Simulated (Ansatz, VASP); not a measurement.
Given: the input of a run of Ansatz 0.2.0 on GaSb.

File input.yaml:

```yaml
crystal:
  lattice:
    - [0.0, 3.1189956238, 3.1189956238]
    - [3.1189956238, 0.0, 3.1189956238]
    - [3.1189956238, 3.1189956238, 0.0]
  atoms:
    - { symbol: Sb, position: [0.75, 0.75, 0.75] }
    - { symbol: Ga, position: [0.0, 0.0, 0.0] }
hamiltonian:
  xc: pbe
  pseudopotentials: { kind: paw }
  dispersion: d4
kpoints:
  mp_grid: { grid: [8, 8, 8] }
scf:
  occupations: { method: fermi_dirac, width: 0.05 }
output:
  forces: true
  stress: true
  eigenvalues: true
```

Potentials or basis: Ansatz PAW.

Command:

```console
$ ansatz run input.yaml --threads 2 --pin off --max-ram 5120MiB --backend cpu --events-out ev --progress --plain --runs-dir out
```

Problem. Translate it to VASP 6.6.1. Potentials there: VASP PAW PBE potentials, release 64 (Sb, Ga_d).

Solution. As run (the cutoff follows the program's own potentials):

The input INCAR:

```
SYSTEM = GaSb
PREC = Accurate
ENCUT = 520
EDIFF = 1E-6
ISMEAR = -1
SIGMA = 0.05
LREAL = .FALSE.
LASPH = .TRUE.
NELM = 100
ALGO = Normal
ISIF = 2
LWAVE = .FALSE.
LCHARG = .FALSE.
GGA = PE
IVDW = 13
NBANDS = 16
```

KPOINTS

```
Automatic mesh
0
G
  8 8 8
  0 0 0
```

POSCAR

```
GaSb
1.0
    0.0000000000      3.1189956238      3.1189956238
    3.1189956238      0.0000000000      3.1189956238
    3.1189956238      3.1189956238      0.0000000000
Sb Ga
1 1
Direct
    0.7500000000      0.7500000000      0.7500000000
    0.0000000000      0.0000000000      0.0000000000
```

Potentials or basis: VASP PAW PBE potentials, release 64 (Sb, Ga_d).

The run is started by

```sh
$ cat potpaw_PBE.64/Sb/POTCAR potpaw_PBE.64/Ga_d/POTCAR > POTCAR
$ mpirun -np 1 vasp_std > vasp.out
```

Both were run:

|  | VASP | Ansatz | Ansatz less VASP |
| --- | --- | --- | --- |
| gap on the k mesh at the Fermi level (eV) | none | none | - |
| pressure (GPa) | -2.7 | -2.8 | -0.07 |

A gap of «none» marks a metal or a gap that the smearing closes. VASP's potentials hold 18 valence electrons a cell and Ansatz's 28, so a difference there can come from the potentials and not from the codes.

Neither program's run includes spin-orbit coupling.
